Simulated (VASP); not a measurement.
Here is a VASP 6.6.1 calculation.

File INCAR:

```
SYSTEM = Dy2Ti
ALGO = Normal
EDIFF = 1E-6
ENCUT = 500
GGA = PE
GGA_COMPAT = .FALSE.
ISIF = 2
ISMEAR = 0
LASPH = .TRUE.
LCHARG = .FALSE.
LMAXMIX = 6
LREAL = .FALSE.
LWAVE = .FALSE.
NBANDS = 22
NELM = 200
PREC = Accurate
SIGMA = 0.2
```

The input KPOINTS:

```
k-points
0
G
  5 5 5
  0 0 0
```

POSCAR

```
Dy2Ti
1.0
    5.4408584079      0.0000000000      0.0000000000
   -2.7204292040      4.7119215996      0.0000000000
    0.0000000000      0.0000000000      3.1219529142
Dy Ti
2 1
Direct
    0.3333333333      0.6666666667      0.0000000000
    0.6666666667      0.3333333333      0.0000000000
    0.0000000000      0.0000000000      0.0000000000
```

Potentials or basis: VASP PAW PBE potentials, release 64 (Dy_3, Ti_sv), 4f in core.

The run is started by

```bash
$ cat potpaw_PBE.64/Dy_3/POTCAR potpaw_PBE.64/Ti_sv/POTCAR > POTCAR
$ mpirun -np 1 vasp_std > vasp.out
```

Estimate the band gap on the k mesh.

zero (bands 15 and 16 overlap by 0.45 eV).

Predict the pressure.

0.4 GPa.

Stress tensor (GPa, compression positive):
```
0.48 0.00 0.00
0.00 0.48 0.00
0.00 0.00 0.11
```

Caveat: the k points lie up to 0.40 Å⁻¹ apart; spin-orbit coupling is left out, which moves the levels of the heavy elements; the 4f electrons are frozen in the core, so they carry no moment and show no levels. Spin polarisation is off, so any magnetic state and its effect on volume and gap are missing.
